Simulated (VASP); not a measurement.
Input of a VASP 6.6.1 run:

File INCAR:

```
PREC     = Accurate       # precision mode
ENCUT    = 600            # plane-wave cutoff, eV
EDIFF    = 1E-6           # SCF threshold, eV
ISMEAR   = 0              # smearing method
SIGMA    = 0.2            # smearing width, eV
LREAL    = F              # projectors in reciprocal space
LASPH    = T              # aspherical terms in the spheres
NELM     = 60             # most SCF steps
ALGO     = Normal         # electronic algorithm
ISIF     = 3              # what is computed and relaxed
LWAVE    = F              # write WAVECAR
LCHARG   = F              # write CHGCAR
GGA      = PE             # functional
IBRION   = 2              # ionic algorithm
NSW      = 36             # ionic steps
EDIFFG   = -0.08          # ionic threshold
```

The input KPOINTS:

```
Automatic mesh
0
Gamma
  4 4 4
```

Contents of POSCAR:

```
Cd3Te2
1.0
    2.1500000000      1.2413030800      8.4000000000
   -2.1500000000      1.2413030800      8.4000000000
    0.0000000000     -2.4826061600      8.4000000000
Cd Te
3 2
Direct
    0.7900000000      0.7900000000      0.7900000000
    0.2100000000      0.2100000000      0.2100000000
    0.0000000000      0.0000000000      0.0000000000
    0.4000000000      0.4000000000      0.4000000000
    0.6000000000      0.6000000000      0.6000000000
```

Potentials or basis: VASP PAW PBE potentials, release 64 (Cd, Te).

Run with:

```console
$ cat potpaw_PBE.64/Cd/POTCAR potpaw_PBE.64/Te/POTCAR > POTCAR
$ mpirun -np 1 vasp_std > vasp.out
```

Q: Estimate the band gap on the k mesh.

A: Zero (bands 24 and 25 overlap by 0.99 eV).

Q: Estimate the relaxed cell.

A: a = 9.233 Å, b = 9.233 Å, c = 9.233 Å, α = 27.29°, β = 27.29°, γ = 27.29°.

Q: Predict the space group after relaxing (to 0.1 Å).

A: R-3m (No. 166).

Q: What does it give for the relaxed volume?

A: 29.20 Å³/atom.

Forces in eV/Å, atoms in the order of the input:
```
Cd   0.000  0.000  0.029
Cd   0.000  0.000 -0.029
Cd   0.000  0.000  0.000
Te   0.000  0.000  0.073
Te   0.000  0.000 -0.073
```

Caveat: the k points lie up to 0.42 Å⁻¹ apart in the final cell, too coarse for converged energies and pressures of a metal; spin-orbit coupling is left out, which moves the levels of the heavy elements; the relaxation stopped at a loose force limit of 0.08 eV/Å, so its end isn't a converged minimum.
